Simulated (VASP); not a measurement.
SnSe: density of states with PBEsol

The system is SnSe.

```
Sn Se
1.0
     0.00000    2.98877    2.98877
     2.98877    0.00000    2.98877
     2.98877    2.98877    0.00000
Sn Se
1 1
Direct
  0.00000 0.00000 0.00000
  0.50000 0.50000 0.50000
```

```yaml
Program: VASP 6.6.1
Task: density of states
Functional: PBEsol
Potentials_or_basis: VASP PAW PBE potentials, release 64 (Sn_d, Se)
Cutoff: 520 eV
k_mesh: 10 × 10 × 10
Occupations: gaussian, width 0.02 eV
Spin: no spin polarisation
Dipole_correction: no
k_mesh_for_the_DOS: 15 × 15 × 15
Occupations_for_the_DOS: tetrahedron
Further_INCAR_settings: ALGO = Normal; EDIFF = 1e-07; NBANDS = 17
```

The valence electrons inside the program's atomic spheres are Sn 12.06; Se 3.79.

Levels at points of the mesh, in eV from the valence-band top:
```tsv
k point	band 6	band 7	band 8	band 9	band 10	band 11	band 12	band 13	band 14	band 15
(0.00, 0.00, 0.00)	-14.03	-5.05	-2.25	-2.25	-2.25	4.35	4.35	4.35	5.77	5.77
```

Run time: 70 s on 1 thread of Intel(R) Xeon(R) Platinum 8259CL CPU @ 2.50GHz (Skylake/Cascade Lake), with other jobs on the host, peak memory 0.25 GiB.

Caveat: spin-orbit coupling is left out, which moves the levels of the heavy elements.
